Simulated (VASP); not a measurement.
NbTe:

```
CELL_PARAMETERS angstrom
3.42570 0.00000 0.00000
0.00000 3.42570 0.00000
0.00000 0.00000 3.42570
ATOMIC_POSITIONS crystal
Nb 0.50000 0.50000 0.50000
Te 0.00000 0.00000 0.00000
```

| Item | Value |
| --- | --- |
| Program | VASP 6.6.1 |
| Task | relaxation of cell and atoms |
| Functional | PBE |
| Dispersion | D4 |
| Potentials or basis | VASP PAW PBE potentials, release 64 (Nb_sv, Te) |
| Cutoff | 600 eV |
| k mesh | 8 × 8 × 8 |
| Occupations | fermi-dirac, width 0.05 eV |
| Spin | no spin polarisation |

At the start: pressure -4.1 GPa; volume 20.10 Å³/atom.

Task: How do energy, volume and symmetry change on relaxing?

Result: Over 3 steps the energy falls by 8.0 meV/atom and the volume is 19.50 Å³/atom (-3.0 %); space group Pm-3m (No. 221, to 0.05 Å).

The path:
```csv
step,energy change (eV),largest force (eV/Å),pressure (GPa),volume (Å³)
1,0.0000,0.0000,-4.06,40.20
2,0.0186,0.0000,6.93,37.31
3,-0.0160,0.0000,-0.03,38.99
```

Final structure:
```
Nb Te
1.0
     3.39101    0.00000    0.00000
     0.00000    3.39101    0.00000
     0.00000    0.00000    3.39101
Nb Te
1 1
Direct
  0.50000 0.50000 0.50000
  0.00000 0.00000 0.00000
```

Caveat: pairwise dispersion overbinds metals, which lowers pressure and volume.
